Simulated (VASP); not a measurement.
The system is KCl.

```
K Cl
1.0
     0.00786    3.14485    3.14485
     3.14485    0.00786    3.14485
     3.15271    3.15271    0.00000
K Cl
1 1
Direct
  0.00000 0.00000 0.00000
  0.50000 0.50000 0.50000
```

This cell differs from its parent crystal: shear xy strain +0.5%.

Base run:

```yaml
Program: VASP 6.6.1
Functional: PBE
Potentials_or_basis: VASP PAW PBE potentials, release 64 (K_sv, Cl)
Cutoff: 520 eV
k_mesh: 8 × 8 × 8
Occupations: fermi-dirac, width 0.02 eV
Spin: no spin polarisation
```

Its results: band gap on the k mesh 5.19 eV; pressure 0.8 GPa.

Problem. The run is repeated on the same cell with these changes: functional from PBE to r2SCAN; occupations from fermi-dirac, width 0.02 eV to gaussian, width 0.01 eV. What comes out?

Solution. Band gap on the k mesh 5.83 eV; pressure 0.0 GPa.

Caveats: the PAW data sets were made with another functional, which shifts forces and pressure a little (at least some runs).

A k mesh can miss the band edges.
